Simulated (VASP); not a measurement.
# FePt (Tetraferroplatinum): single point with PBEsol

FePt (Tetraferroplatinum):

```
CELL_PARAMETERS angstrom
2.75934 0.00000 0.00000
0.00000 2.75934 0.00000
0.00000 0.00000 3.76895
ATOMIC_POSITIONS crystal
Pt 0.50000 0.50000 0.50000
Fe 0.00000 0.00000 0.00000
```

```json
{"Program": "VASP 6.6.1", "Task": "single point", "Functional": "PBEsol", "Potentials or basis": "VASP PAW PBE potentials, release 64 (Pt, Fe)", "Cutoff": "520 eV", "k mesh": "10 × 10 × 7", "Occupations": "fermi-dirac, width 0.05 eV", "Spin": "collinear spin, ferromagnetic start", "Starting moments": "[0.0, 3.0] μB", "Dipole correction": "no", "Further INCAR settings": "ALGO = Normal; EDIFF = 1e-06; NBANDS = 20"}
```

```
Pressure                                              : -13.4 GPa
Net moment                                            : 3.35 μB per cell
Site moments                                          : Pt +0.34; Fe +2.98 μB
Valence electrons inside the program's atomic spheres : Pt 9.33; Fe 6.91
```

Stress tensor (GPa, compression positive):
```
-13.62   0.00   0.00
  0.00 -13.62   0.00
  0.00   0.00 -12.84
```

Levels at points of the mesh, in eV from the Fermi level:
Spin up:
```
           k point  band 8  band 9  band 10  band 11  band 12  band 13  band 14  band 15
(0.00, 0.00, 0.00)   -1.95   -0.55    -0.48    -0.48     2.17     9.25    11.33    11.33
(0.50, 0.00, 0.00)   -2.54   -2.20    -1.58    -0.02     1.86    10.15    10.17    12.01
(0.50, 0.50, 0.00)   -0.58   -0.58     0.47     1.52     1.52     7.15     9.50    10.64
```
Spin down:
```
           k point  band 5  band 6  band 7  band 8  band 9  band 10
(0.00, 0.00, 0.00)   -2.25   -0.74   -0.69    0.56    1.58     1.61
(0.50, 0.00, 0.00)   -2.32   -1.33   -1.08   -0.80    0.49     0.71
(0.50, 0.50, 0.00)    0.84    1.14    1.57    1.67    1.67     1.70
```

Run time: 34 s on 1 thread of Intel(R) Xeon(R) 6975P-C (Granite Rapids) (shared host), peak memory 0.21 GiB.

Caveat: the PAW data sets were made with another functional, which shifts forces and pressure a little; spin-orbit coupling is left out, which moves the levels of the heavy elements.
